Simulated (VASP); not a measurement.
Input of a VASP 6.6.1 run:

File POSCAR:

```
Br
1.0
    3.2801110000      2.3485980000      0.0000000000
    3.2801110000     -2.3485980000      0.0000000000
    0.0000000000      0.0000000000     -8.6209960000
Br
4
Direct
    0.1219000000      0.8781000000      0.8985000000
    0.3781000000      0.6219000000      0.3985000000
    0.8781000000      0.1219000000      0.1015000000
    0.6219000000      0.3781000000      0.6015000000
```

The input INCAR.step1:

```
  PREC = Accurate
  ENCUT = 520
  ISMEAR = -1
  SIGMA = 0.1
  LREAL = F
  LASPH = T
  NELM = 100
  NBANDS = 22
  GGA = PE
  ALGO = Normal
  EDIFF = 1E-4
  LWAVE = T
  LCHARG = F
```

Contents of INCAR.step2:

```
  PREC = Accurate
  ENCUT = 520
  EDIFF = 1E-7
  ISMEAR = -1
  SIGMA = 0.1
  LREAL = F
  LASPH = T
  NELM = 100
  ALGO = Normal
  ISIF = 2
  LWAVE = F
  LCHARG = T
  METAGGA = R2SCAN
  LMIXTAU = T
  LELF = T
  LVHAR = T
  NBANDS = 22
  ISTART = 1
```

File KPOINTS:

```
regular mesh
0
Gamma
  7 7 3
```

Potentials or basis: VASP PAW PBE potentials, release 64 (Br).

The run is started by

```bash
$ cat potpaw_PBE.64/Br/POTCAR > POTCAR
$ cp INCAR.step1 INCAR
$ mpirun -np 1 vasp_std > vasp.out
$ cp INCAR.step2 INCAR
$ mpirun -np 1 vasp_std > vasp.out
```

(1) Estimate the largest force.

(2) What does it give for the pressure?

(3) Predict the band gap on the k mesh.

Results:

(1) 5.022 eV/Å.

(2) 8.5 GPa.

(3) 3.09 eV.

Caveat: the cell stands under pressure; the PAW data sets were made with another functional, which shifts forces and pressure a little; an odd mesh through Γ misses points on the zone boundary, where band edges can lie.
